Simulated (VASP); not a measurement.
# GaN (P6_3mc) in VASP: notebook

Aim: see how the results for GaN move with the level of theory and the settings. Levels: PBE, LDA. Tasks: single point.

Everything below comes from runs of VASP 6.6.1. Logs are shortened: lines on timing, memory, paths and dates and some standing lists are left out, and cuts for length are marked.

### 1 The cell of the first run

Symmetry: P6_3mc, No. 186, hexagonal system. Conventional cell: a = 3.208 Å, b = 3.208 Å, c = 5.185 Å, α = 90.00°, β = 90.00°, γ = 120.00°. Ga (site symmetry 3m) has 4 N at 1.96 Å within 2.6 Å. Within 2.6 Å of N (site symmetry 3m) lie 4 Ga at 1.96 Å.

### 2 Single point, PBE

INCAR reads:

```
SYSTEM = GaN
PREC = Accurate
ENCUT = 520
EDIFF = 1E-7
ISMEAR = 0
SIGMA = 0.05
LREAL = .FALSE.
LASPH = .TRUE.
NELM = 60
ALGO = Normal
ISIF = 2
LWAVE = .FALSE.
LCHARG = .FALSE.
GGA = PE
NBANDS = 26
```

KPOINTS reads:

```
Automatic mesh
0
G
  8 8 5
  0 0 0
```

POSCAR reads:

```
GaN
1.0
    3.2081339984      0.0000000000      0.0000000000
   -1.6040669992      2.7783255414      0.0000000000
    0.0000000000      0.0000000000      5.1850000000
Ga N
2 2
Direct
    0.3333333333      0.6666666667     -0.0004977573
    0.6666666667      0.3333333333      0.4995022427
    0.3333333333      0.6666666667      0.3774977573
    0.6666666667      0.3333333333      0.8774977573
```

Potentials or basis: VASP PAW PBE potentials, release 64 (Ga_d, N).

Started as:

```
cat potpaw_PBE.64/Ga_d/POTCAR potpaw_PBE.64/N/POTCAR > POTCAR
mpirun -np 1 vasp_std > vasp.out
```

OUTCAR:

```text
SYSTEM = GaN
   PREC = Accurate
   ENCUT = 520
   EDIFF = 1E-7
   ISMEAR = 0
   LREAL = .FALSE.
   LASPH = .TRUE.
   NELM = 60
   ISIF = 2
   GGA = PE

 ion  position               nearest neighbor table
   1  0.333  0.667  1.000-   4 1.96   4 1.96   4 1.96   3 1.96
   2  0.667  0.333  0.500-   3 1.96   3 1.96   3 1.96   4 1.96
   3  0.333  0.667  0.377-   2 1.96   2 1.96   2 1.96   1 1.96
   4  0.667  0.333  0.877-   1 1.96   1 1.96   1 1.96   2 1.96

  LATTYP: Found a hexagonal cell.
 ALAT       =     3.2081339984
 C/A-ratio  =     1.6162043115

  Lattice vectors:

 A1 = (   3.2081339984,   0.0000000000,   0.0000000000)
 A2 = (  -1.6040669992,   2.7783255414,   0.0000000000)
 A3 = (   0.0000000000,   0.0000000000,   5.1850000000)

Analysis of symmetry for initial positions (statically):
=====================================================================
 Subroutine PRICEL returns:
 Original cell was already a primitive cell.

 Routine SETGRP: Setting up the symmetry group for a
 hexagonal supercell.

 Subroutine GETGRP returns: Found 12 space group operations
 (whereof  6 operations were pure point group operations)
 out of a pool of 24 trial point group operations.

The static configuration has the point symmetry C_3v.
 The point group associated with its full space group is C_6v.

Analysis of symmetry for dynamics (positions and initial velocities):
=====================================================================
 Subroutine PRICEL returns:
 Original cell was already a primitive cell.

 Routine SETGRP: Setting up the symmetry group for a
 hexagonal supercell.

 Subroutine GETGRP returns: Found 12 space group operations
 (whereof  6 operations were pure point group operations)
 out of a pool of 24 trial point group operations.

The dynamic configuration has the point symmetry C_3v.
 The point group associated with its full space group is C_6v.

 Subroutine INISYM returns: Found 12 space group operations
 (whereof  6 operations are pure point group operations),
 and found     1 'primitive' translations

----------------------------------------------------------------------------------------

                                     Primitive cell

  volume of cell :      46.2152

  direct lattice vectors                    reciprocal lattice vectors
     3.208133998  0.000000000  0.000000000     0.311707678  0.179964512  0.000000000
    -1.604066999  2.778325541  0.000000000     0.000000000  0.359929024  0.000000000
     0.000000000  0.000000000  5.185000000     0.000000000  0.000000000  0.192864031

  length of vectors
     3.208133998  3.208133998  5.185000000     0.359929024  0.359929024  0.192864031

  position of ions in fractional coordinates (direct lattice)
     0.333333333  0.666666667  0.999502243
     0.666666667  0.333333333  0.499502243
     0.333333333  0.666666667  0.377497757
     0.666666667  0.333333333  0.877497757

  ion indices of the primitive-cell ions
   primitive index   ion index
                 1           1
                 2           2
                 3           3
                 4           4

----------------------------------------------------------------------------------------

 KPOINTS: Automatic mesh

Automatic generation of k-mesh.
 Grid dimensions read from file:
 generate k-points for:    8    8    5

 Generating k-lattice:

  Cartesian coordinates                     Fractional coordinates (reciprocal lattice)
     0.038963460  0.022495564  0.000000000     0.125000000  0.000000000  0.000000000
     0.000000000  0.044991128  0.000000000     0.000000000  0.125000000  0.000000000
     0.000000000  0.000000000  0.038572806     0.000000000  0.000000000  0.200000000

  Length of vectors
     0.044991128  0.044991128  0.038572806

  Shift w.r.t. Gamma in fractional coordinates (k-lattice)
     0.000000000  0.000000000  0.000000000

 Subroutine IBZKPT returns following result:
 ===========================================

 Found     30 irreducible k-points:

 Following reciprocal coordinates:
            Coordinates               Weight
  0.000000  0.000000  0.000000      1.000000
  0.125000 -0.000000  0.000000      6.000000
  0.250000 -0.000000  0.000000      6.000000
  0.375000  0.000000  0.000000      6.000000
  0.500000 -0.000000  0.000000      3.000000
  0.125000  0.125000  0.000000      6.000000
[... 16 lines left out ...]
  0.250000 -0.000000  0.400000     12.000000
  0.375000  0.000000  0.400000     12.000000
 [... further k-points ...]
   k-points           NKPTS =     30   k-points in BZ     NKDIM =     30   number of bands    NBANDS=     26
   number of dos      NEDOS =    301   number of ions     NIONS =      4
   total plane-waves  NPLWV =  23040
   dimension x,y,z NGX =    24 NGY =   24 NGZ =   40
   dimension x,y,z NGXF=    48 NGYF=   48 NGZF=   80
   ions per type =               2   2
   NGX,Y,Z   is equivalent  to a cutoff of  12.44, 12.44, 12.83 a.u.
   NGXF,Y,Z  is equivalent  to a cutoff of  24.87, 24.87, 25.65 a.u.
 SYSTEM =  GaN
   PREC   = accura    normal or accurate (medium, high low for compatibility)
   ISTART =      0    job   : 0-new  1-cont  2-samecut
   ICHARG =      2    charge: 1-file 2-atom 10-const
   ISPIN  =      1    spin polarized calculation?
   LNONCOLLINEAR =      F non collinear calculations
   LSORBIT =      F    spin-orbit coupling
   LASPH  =      T    aspherical Exc in radial PAW
   ENCUT  =  520.0 eV  38.22 Ry    6.18 a.u.   5.97  5.97  9.64*2*pi/ulx,y,z
   NELM   =     60;   NELMIN=  2; NELMDL= -5     # of ELM steps
   EDIFF  = 0.1E-06   stopping-criterion for ELM
   LREAL  =      F    real-space projection
   EDIFFG = 0.1E-05   stopping-criterion for IOM
   NSW    =      0    number of steps for IOM
   IBRION =     -1    ionic relax: 0-MD 1-quasi-New 2-CG
   NFREE  =      0    steps in history (QN), initial steepest desc. (CG)
   ISIF   =      2    stress and relaxation
   ISYM   =      2    0-nonsym 1-usesym 2-fastsym
   POTIM  = 0.5000    time-step for ionic-motion
   TEBEG  =    0.0;   TEEND  =   0.0 temperature during run
   PSTRESS=    0.0 pullay stress
   NELECT =      36.0000    total number of electrons
   NUPDOWN=      -1.0000    fix difference up-down
   EMIN   =  10.00;   EMAX   =-10.00  energy-range for DOS
   EFERMI =   0.00;   METHOD = LEGACY
   ISMEAR =     0;   SIGMA  =   0.05  broadening in eV -4-tet -1-fermi 0-gaus
   EFERMI_NEDOS =   21; number of points for ismear=-14 and -15
   IALGO  =     38    algorithm
   IMIX   =      4    mixing-type and parameters
     AMIX     =   0.40;   BMIX     =  1.00
     AMIX_MAG =   1.60;   BMIX_MAG =  1.00
  volume/ion in A,a.u.               =      11.55        77.97
  Fermi-wavevector in a.u.,A,eV,Ry     =   1.506309  2.846512 30.871186  2.268968
  Thomas-Fermi vector in A             =   2.617044
   LORBIT       =      0    0 simple, 1 ext, 2 COOP (PROOUT), +10 PAW based schemes
   GGA     = PE    functional components
   LHFCALC =     F    Hartree Fock is set to
   AEXX    =    0.0000 exact exchange contribution
   IVDW    =     0    specifies the selected vdW correction
   LEPSILON=     F    determine dielectric tensor
   LRPA    =     F    only Hartree local field effects (RPA)
 non-spin polarized calculation
 Gauss-broadening in eV      SIGMA  =   0.05
  energy-cutoff  :      520.00
  volume of cell :       46.22
 maximum number of plane-waves:      1262
 NGX is ok and might be reduce to    24
   NGX = 11   NGY = 11   NGZ = 19

 number of electron      35.9999968 magnetization

 Free energy of the ion-electron system (eV)
  ---------------------------------------------------
  ext. energy  EPLUGINS =         0.00000000
  ---------------------------------------------------
  free energy    TOTEN  =       -24.31682683 eV

  energy without entropy =      -24.31682683  energy(sigma->0) =      -24.31682683

 E-fermi :   5.4839     XC(G=0): -11.6075

 val. band max:        5.1879162066   @ k =   0.0000   0.0000   0.0000
 cond. band min:       7.0406099269   @ k =   0.0000   0.0000   0.0000
 fundamental gap:      1.8526937203
 Fermi energy:         5.4838987485

 k-point     1 :       0.0000    0.0000    0.0000
  band No.  band energies     occupation
      1     -10.6864      2.00000
      2      -9.8013      2.00000
      3      -8.2324      2.00000
      4      -8.2195      2.00000
      5      -8.2195      2.00000
      6      -8.1595      2.00000
[... 18 lines left out ...]
     25      16.7682      0.00000
     26      16.7682      0.00000

 k-point     2 :       0.1250   -0.0000    0.0000
  band No.  band energies     occupation
      1     -10.5413      2.00000
      2      -9.7660      2.00000
      3      -8.2168      2.00000
      4      -8.1992      2.00000
      5      -8.1696      2.00000
      6      -8.1402      2.00000
[... 18 lines left out ...]
     25      16.4059      0.00000
     26      17.0915      0.00000

 k-point     3 :       0.2500   -0.0000    0.0000
  band No.  band energies     occupation
      1     -10.2022      2.00000
      2      -9.6990      2.00000
      3      -8.1798      2.00000
      4      -8.1635      2.00000
      5      -8.0988      2.00000
      6      -8.0618      2.00000
[... 18 lines left out ...]
     25      16.5358      0.00000
     26      17.7643      0.00000

 k-point     4 :       0.3750    0.0000    0.0000
  band No.  band energies     occupation
      1      -9.9119      2.00000
      2      -9.6565      2.00000
      3      -8.1668      2.00000
      4      -8.1501      2.00000
      5      -8.0644      2.00000
      6      -8.0096      2.00000
[... 18 lines left out ...]
     25      16.9835      0.00000
     26      18.4084      0.00000
[... 496 lines left out ...]
      1     -10.1800      2.00000
      2      -9.9303      2.00000
      3      -8.1940      2.00000
      4      -8.1836      2.00000
      5      -8.1741      2.00000
      6      -8.1623      2.00000
[... 18 lines left out ...]
     25      15.6464      0.00000
     26      16.1524      0.00000

 k-point    23 :       0.2500   -0.0000    0.4000
  band No.  band energies     occupation
      1      -9.9441      2.00000
      2      -9.7871      2.00000
      3      -8.1695      2.00000
      4      -8.1436      2.00000
      5      -8.1306      2.00000
      6      -8.0990      2.00000
[... 18 lines left out ...]
     25      16.3967      0.00000
     26      16.9837      0.00000

 k-point    24 :       0.3750    0.0000    0.4000
  band No.  band energies     occupation
      1      -9.7645      2.00000
      2      -9.6864      2.00000
      3      -8.1760      2.00000
      4      -8.1428      2.00000
      5      -8.0932      2.00000
      6      -8.0440      2.00000
[... 18 lines left out ...]
     25      16.7512      0.00000
     26      17.6584      0.00000

 [... further k-points ...]
[... 5 lines left out ...]
  --------------------------------------------------------------------------------------
  -------------------------------------------------------------------------------------
  Total        0.7068062      0.7068062      1.3601995      0.0000000      0.0000000      0.0000000
  in kB       24.5034093     24.5034094     47.1551129      0.0000000      0.0000000      0.0000000
  external PRESSURE =      32.0539772 kB  Pullay stress =       0.0000000 kB

 VOLUME and BASIS-vectors are now :
 -----------------------------------------------------------------------------
  energy-cutoff  :      520.00
  volume of cell :       46.22
      direct lattice vectors                 reciprocal lattice vectors
     3.208133998  0.000000000  0.000000000     0.311707678  0.179964512  0.000000000
    -1.604066999  2.778325541  0.000000000     0.000000000  0.359929024  0.000000000
     0.000000000  0.000000000  5.185000000     0.000000000  0.000000000  0.192864031

 POSITION                                       TOTAL-FORCE (eV/Angst)
 -----------------------------------------------------------------------------------
     -0.00000      1.85222      5.18242         0.000000     -0.000000     -0.000314
      1.60407      0.92611      2.58992        -0.000000      0.000000     -0.000314
     -0.00000      1.85222      1.95733         0.000000     -0.000000      0.000314
      1.60407      0.92611      4.54983        -0.000000      0.000000      0.000314
 -----------------------------------------------------------------------------------
    total drift:                               -0.000001     -0.000001     -0.000945

  FREE ENERGIE OF THE ION-ELECTRON SYSTEM (eV)
  ---------------------------------------------------
  free  energy   TOTEN  =       -24.3168268298 eV

  energy  without entropy=      -24.3168268298  energy(sigma->0) =      -24.31682683
```

Wall time 71 s (1 thread of AMD EPYC 7R13, shared host); peak memory 0.14 GiB.

What came out:

```yaml
Free_energy: -24.3168 eV
Pressure: 3.2 GPa
Band_gap_on_the_k_mesh: 1.85 eV
```

Levels at points of the mesh, in eV from the valence-band top:
| k point | band 16 | band 17 | band 18 | band 19 | band 20 | band 21 |
| --- | --- | --- | --- | --- | --- | --- |
| (0.00, 0.00, 0.00) | -0.01 | -0.01 | 0.00 | 1.85 | 4.10 | 9.19 |
| (0.50, 0.00, 0.00) | -2.73 | -2.14 | -0.98 | 4.98 | 5.50 | 6.09 |

Caveat: the cell stands under pressure.

### 3 Single point, PBE

INCAR reads:

```
SYSTEM = GaN
ALGO     = Normal         ! electronic algorithm
EDIFF    = 1E-7           ! SCF threshold, eV
ENCUT    = 520            ! plane-wave cutoff, eV
GGA      = PE             ! functional
ISIF     = 2              ! what is computed and relaxed
ISMEAR   = 0              ! smearing method
LASPH    = .TRUE.         ! aspherical terms in the spheres
LCHARG   = .FALSE.        ! write CHGCAR
LREAL    = .FALSE.        ! projectors in reciprocal space
LWAVE    = .FALSE.        ! write WAVECAR
NBANDS   = 26             ! bands
NELM     = 60             ! most SCF steps
PREC     = Accurate       ! precision mode
SIGMA    = 0.03           ! smearing width, eV
```

KPOINTS reads:

```
k-points
0
G
  8 8 5
  0 0 0
```

POSCAR is that of step 2.

Potentials or basis: VASP PAW PBE potentials, release 64 (Ga_d, N).

Started as:

```
cat potpaw_PBE.64/Ga_d/POTCAR potpaw_PBE.64/N/POTCAR > POTCAR
mpirun -np 1 vasp_std > vasp.out
```

Wall time 76 s (1 thread of AMD EPYC 7R13, shared host); peak memory 0.14 GiB.

Results (log left out):

```yaml
Free_energy: -24.3168 eV
Pressure: 3.2 GPa
Band_gap_on_the_k_mesh: 1.85 eV
```

Stress tensor (GPa, compression positive):
```
2.45 0.00 0.00
0.00 2.45 0.00
0.00 0.00 4.72
```

Levels at points of the mesh, in eV from the valence-band top:
```
           k point  band 16  band 17  band 18  band 19  band 20  band 21
(0.00, 0.00, 0.00)    -0.01    -0.01     0.00     1.85     4.10     9.19
(0.50, 0.00, 0.00)    -2.73    -2.14    -0.98     4.98     5.50     6.09
```

Caveat: the cell stands under pressure.

### 4 Single point, LDA

INCAR reads:

```
SYSTEM = GaN
PREC = Accurate
ENCUT = 520
EDIFF = 1E-6
ISMEAR = 0
SIGMA = 0.05
LREAL = .False.
LASPH = .True.
NELM = 80
ALGO = Normal
ISIF = 2
LWAVE = .False.
LCHARG = .False.
NBANDS = 26
```

KPOINTS reads:

```
regular mesh
0
Gamma
  8 8 5
  0 0 0
```

POSCAR reads:

```
GaN
1.0
    3.2081339984      0.0000000000      0.0000000000
   -1.6040669992      2.7783255414      0.0000000000
    0.0000000000      0.0000000000      5.1850000000
Ga N
2 2
Direct
    0.3333333333      0.6666666667     -0.0004122206
    0.6666666667      0.3333333333      0.4995877794
    0.3333333333      0.6666666667      0.3774122206
    0.6666666667      0.3333333333      0.8774122206
```

Potentials or basis: VASP PAW LDA potentials, release 64 (Ga_d, N).

Started as:

```
cat potpaw_LDA.64/Ga_d/POTCAR potpaw_LDA.64/N/POTCAR > POTCAR
mpirun -np 1 vasp_std > vasp.out
```

Run time: 77 s. Hardware: 1 thread of AMD EPYC 7R13, shared host; peak memory 0.13 GiB.

It converged, with:

| Property | Result |
| --- | --- |
| Free energy | -27.8680 eV |
| Pressure | -7.2 GPa |
| Band gap on the k mesh | 1.87 eV |

Stress tensor (GPa, compression positive):
```
-8.07  0.00  0.00
 0.00 -8.07  0.00
 0.00  0.00 -5.59
```

Levels at points of the mesh, in eV from the valence-band top:
| k point | band 15 | band 16 | band 17 | band 18 | band 19 | band 20 | band 21 | band 22 |
| --- | --- | --- | --- | --- | --- | --- | --- | --- |
| (0.00, 0.00, 0.00) | -1.05 | 0.00 | 0.00 | 0.00 | 1.87 | 4.01 | 9.04 | 9.59 |
| (0.50, 0.00, 0.00) | -4.18 | -2.75 | -2.18 | -0.99 | 4.83 | 5.42 | 5.95 | 8.39 |

Caveat: the cell stands under tension.

### 5 Overview

```tsv
level	potentials or basis	cell	smearing	gap on the mesh (eV)	pressure (GPa)
PBE	VASP PAW PBE potentials, release 64 (Ga_d, N)	as given, atomic positions A	gaussian 0.05 eV	1.85	3.2
PBE	VASP PAW PBE potentials, release 64 (Ga_d, N)	as given, atomic positions A	gaussian 0.03 eV	1.85	3.2
LDA	VASP PAW LDA potentials, release 64 (Ga_d, N)	as given, atomic positions B	gaussian 0.05 eV	1.87	-7.2
```

Alike in all rows: task single point; no spin polarisation; k mesh 8 × 8 × 5; cutoff (eV) 520.

Caveats: the cell stands under pressure (at least some runs); the cell stands under tension (at least some runs).

Total energies depend on the potentials used, so only differences within one code and one set of settings carry meaning.
